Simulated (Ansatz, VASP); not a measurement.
**Ni: VASP beside Ansatz**

The input INCAR:

```
PREC = Accurate ; ENCUT = 520
EDIFF = 1E-7 ; ISMEAR = 0
SIGMA = 0.1 ; LREAL = False
LASPH = True ; NELM = 150
ALGO = Normal ; ISIF = 2
LWAVE = False ; LCHARG = False
ISPIN = 2 ; MAGMOM = 2 2
LORBIT = 11 ; LMAXMIX = 4
GGA = PE ; NBANDS = 21
```

The input KPOINTS:

```
regular mesh
0
Gamma
  13 13 13
```

POSCAR

```
Ni
1.0
    3.5347000000      1.7673500000      1.7673500000
    1.7673500000      3.5347000000      1.7673500000
    1.7673500000      1.7673500000      3.5347000000
Ni
2
Direct
    0.0000000000      0.0000000000      0.0000000000
    0.5000000000      0.5000000000      0.5000000000
```

Input for Ansatz:

```yaml
crystal:
  lattice:
    - [3.5347, 1.76735, 1.76735]
    - [1.76735, 3.5347, 1.76735]
    - [1.76735, 1.76735, 3.5347]
  atoms:
    - { symbol: Ni, position: [0.0, 0.0, 0.0], spin: 2.0 }
    - { symbol: Ni, position: [0.5, 0.5, 0.5], spin: 2.0 }
magnetization:
  spin_polarized: true
hamiltonian:
  xc: pbe
  pseudopotentials: { kind: paw }
basis:
  ecutwfc: 420
kpoints:
  mp_grid: { grid: [13, 13, 13] }
scf:
  occupations: { method: gaussian, width: 0.1 }
output:
  forces: true
  stress: true
```

Alike in both runs: task single point; functional PBE; k mesh 13 × 13 × 13; occupations gaussian, width 0.1 eV; collinear spin.

|  | VASP | Ansatz |
| --- | --- | --- |
| version | VASP 6.6.1 | Ansatz 0.2.0 |
| potentials or method | VASP PAW PBE potentials, release 64 (Ni), cutoff 520 eV | PAW, plane waves, scalar-relativistic |
| valence electrons in the cell | 20 | 36 |

VASP gave:

```
pressure (GPa)                                                : -2.7
traceless stress, the component that is largest in VASP (GPa) : 0.08
net moment per atom (μB)                                      : 0.63
size of the moment on the site where the two differ most (μB) : 0.64
```

**Question.** What did Ansatz give for the same quantities?

**Answer.** Pressure (GPa): -2.7; traceless stress, the component that is largest in VASP (GPa): 0.09; net moment per atom (μB): 0.64; size of the moment on the site where the two differ most (μB): 0.68.

Site moments also hang on the region over which each program counts them. VASP's potentials hold 20 valence electrons a cell and Ansatz's 36, so a difference there can come from the potentials and not from the codes.
